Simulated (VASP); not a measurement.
Write the native input for VASP 6.6.1 that does the following.

- Task: G0W0 quasiparticle levels
- Functional: PBE
- Potentials or basis: VASP PAW PBE potentials, release 64 (B_GW, N_GW)
- Cutoff: 500 eV
- k mesh: 6 × 6 × 6
- Occupations: gaussian, width 0.01 eV
- Spin: no spin polarisation
- Dipole correction: no
- GW scheme: G0W0
- GW iterations: 1
- Cutoff of the response function: 150
- Frequency points: 96
- Empty bands: 46
- Further INCAR settings: ALGO = EVGW0; EDIFF = 1e-08; NBANDS = 50

BN:

```
B N
1.0
     0.03492    1.79463    1.79463
     1.79463    0.03492    1.79463
     1.79463    1.79463    0.03492
B N
1 1
Direct
  0.00020 0.00020 0.00020
  0.24980 0.24980 0.24980
```

These files were run (other wordings do the same):

POSCAR

```
BN
1.0
    0.0349220593      1.7946268727      1.7946268727
    1.7946268727      0.0349220593      1.7946268727
    1.7946268727      1.7946268727      0.0349220593
B N
1 1
Direct
    0.0002007007      0.0002007007      0.0002007007
    0.2497992993      0.2497992993      0.2497992993
```

INCAR.step1

```
SYSTEM = BN
PREC     = Accurate       ! precision mode
ENCUT    = 500            ! plane-wave cutoff, eV
EDIFF    = 1E-8           ! SCF threshold, eV
ISMEAR   = 0              ! smearing method
SIGMA    = 0.01           ! smearing width, eV
LREAL    = .FALSE.        ! projectors in reciprocal space
LASPH    = .TRUE.         ! aspherical terms in the spheres
NELM     = 100            ! most SCF steps
ALGO     = Normal         ! electronic algorithm
LWAVE    = .TRUE.         ! write WAVECAR
LCHARG   = .FALSE.        ! write CHGCAR
GGA      = PE             ! functional
```

INCAR.step2

```
SYSTEM = BN
PREC     = Accurate       ! precision mode
ENCUT    = 500            ! plane-wave cutoff, eV
EDIFF    = 1E-8           ! SCF threshold, eV
ISMEAR   = 0              ! smearing method
SIGMA    = 0.01           ! smearing width, eV
LREAL    = .FALSE.        ! projectors in reciprocal space
LASPH    = .TRUE.         ! aspherical terms in the spheres
NELM     = 1              ! most SCF steps
ALGO     = Exact          ! electronic algorithm
LWAVE    = .TRUE.         ! write WAVECAR
LCHARG   = .FALSE.        ! write CHGCAR
GGA      = PE             ! functional
NBANDS   = 50             ! bands
LOPTICS  = .TRUE.         ! frequency-dependent dielectric function
ISTART   = 1
```

INCAR.step3

```
SYSTEM = BN
PREC     = Accurate       ! precision mode
ENCUT    = 500            ! plane-wave cutoff, eV
EDIFF    = 1E-8           ! SCF threshold, eV
ISMEAR   = 0              ! smearing method
SIGMA    = 0.01           ! smearing width, eV
LREAL    = .FALSE.        ! projectors in reciprocal space
LASPH    = .TRUE.         ! aspherical terms in the spheres
ALGO     = EVGW0          ! electronic algorithm
LWAVE    = .FALSE.        ! write WAVECAR
LCHARG   = .FALSE.        ! write CHGCAR
GGA      = PE             ! functional
NELMGW   = 1            
NBANDS   = 50             ! bands
ENCUTGW  = 150.0          ! cutoff of the response function
NOMEGA   = 96             ! frequency points
PRECFOCK = Fast         
ISTART   = 1            
NBANDSGW = 12           
OMEGAMAX = 30
```

KPOINTS

```
regular mesh
0
G
  6 6 6
  0 0 0
```

Potentials or basis: VASP PAW PBE potentials, release 64 (B_GW, N_GW).

Command:

```console
$ cat potpaw_PBE.64/B_GW/POTCAR potpaw_PBE.64/N_GW/POTCAR > POTCAR
$ cp INCAR.step1 INCAR
$ mpirun -np 1 vasp_std > vasp.out
$ cp INCAR.step2 INCAR
$ mpirun -np 1 vasp_std > vasp.out
$ cp INCAR.step3 INCAR
$ mpirun -np 1 vasp_std > vasp.out
```

It gave:

- Quasiparticle gap: 5.92 eV
- Least direct quasiparticle gap: 10.41 eV
- Band gap of the starting levels on the mesh: 4.43 eV
- Least direct gap of the starting levels on the mesh: 8.31 eV

Caveat: the k points lie up to 0.51 Å⁻¹ apart; bands, screening cutoff and mesh are small and nothing is extrapolated, so the quasiparticle values aren't converged.

Wall time 2.8 min on 1 thread of AMD EPYC 7R13 Processor (Zen 3) (shared host), peak memory 0.22 GiB.
